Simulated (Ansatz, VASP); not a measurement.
# Two plane-wave programs on Te2Mo

File INCAR:

```
SYSTEM = Te2Mo
  PREC = Accurate
  ENCUT = 520
  EDIFF = 1E-7
  ISMEAR = 0
  SIGMA = 0.05
  LREAL = .FALSE.
  LASPH = .TRUE.
  NELM = 80
  ALGO = Normal
  ISIF = 2
  LWAVE = .FALSE.
  LCHARG = .FALSE.
  GGA = CA
  NBANDS = 20
```

The input KPOINTS:

```
Automatic mesh
0
G
  12 12 2
  0 0 0
```

Contents of POSCAR:

```
Te2Mo
1.0
    3.5602328140      0.0000000000      0.0000000000
   -1.7801164070      3.0832520603      0.0000000000
    0.0000000000      0.0000000000     17.5240578200
Te Mo
2 1
Direct
    0.3333333333      0.6666666667      0.8978554500
    0.3333333333      0.6666666667      0.1021445500
   -0.0280880508      0.0000000000     -0.0057064409
```

Input for Ansatz:

```yaml
crystal:
  lattice:
    - [3.560232814, 0.0, 0.0]
    - [-1.780116407, 3.0832520603, 0.0]
    - [0.0, 0.0, 17.52405782]
  atoms:
    - { symbol: Te, position: [0.3333333333, 0.6666666667, 0.89785545] }
    - { symbol: Te, position: [0.3333333333, 0.6666666667, 0.10214455] }
    - { symbol: Mo, position: [-0.0280880508, 0.0, -0.0057064409] }
basis:
  ecutwfc: 420
kpoints:
  mp_grid: { grid: [12, 12, 2] }
hamiltonian:
  xc: lda
scf:
  occupations: { method: gaussian, width: 0.05 }
output:
  forces: true
  stress: true
  eigenvalues: true
```

Alike in both runs: task single point; functional LDA; k mesh 12 × 12 × 2; occupations gaussian, width 0.05 eV; no spin polarisation.

```csv
,VASP,Ansatz
version,VASP 6.6.1,Ansatz 0.2.0
potentials or method,"VASP PAW LDA potentials, release 64 (Te, Mo_sv), cutoff 520 eV","scalar-relativistic, plane waves, PAW"
valence electrons in the cell,26,46
```

|  | VASP | Ansatz | Ansatz less VASP |
| --- | --- | --- | --- |
| gap on the k mesh at the Fermi level (eV) | 1.05 | 1.05 | 0.000 |
| least direct gap on the mesh (eV) | 1.05 | 1.05 | 0.000 |
| rms of the force components (eV/Å) | 1.031 | 1.025 | -0.0061 |

LDA's correlation is that of Perdew and Zunger in VASP and of Perdew and Wang (1992) in Ansatz. Atom by atom the forces differ by 0.027 eV/Å (rms over components). VASP's potentials hold 26 valence electrons a cell and Ansatz's 46, so a difference there can come from the potentials and not from the codes.

Spin-orbit coupling is off throughout.
